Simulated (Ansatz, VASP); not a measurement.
**AlRu in VASP and in Ansatz**

```
Ru Al
1.0
     2.97626    0.00000    0.00000
     0.00000    2.97626    0.00000
     0.00000    0.00000    2.97626
Ru Al
1 1
Cartesian
  0.0000 0.0000 0.0000
  1.4881 1.4881 1.4881
```

Alike in both runs: functional PBEsol; k mesh 16 × 16 × 16; occupations gaussian, width 0.1 eV; no spin polarisation.

Ansatz relaxed the structure, and its values are those at the end. VASP's run is a single point on that final structure, the one shown.

|  | VASP | Ansatz |
| --- | --- | --- |
| version | VASP 6.6.1 | Ansatz 0.2.0 |
| potentials or method | VASP PAW PBE potentials, release 64 (Ru_pv, Al) | scalar-relativistic, plane waves, PAW |
| plane-wave cutoff (eV) | 520 | 420 |
| valence electrons in the cell | 17 | 19 |

```csv
,VASP,Ansatz,Ansatz less VASP
gap on the k mesh at the Fermi level (eV),none,none,-
pressure (GPa),0.1,0.0,-0.07
```

VASP's potentials were made for PBE, not for PBEsol. A gap of «none» marks a metal or a gap that the smearing closes. VASP's potentials hold 17 valence electrons a cell and Ansatz's 19, so a difference there can come from the potentials and not from the codes.
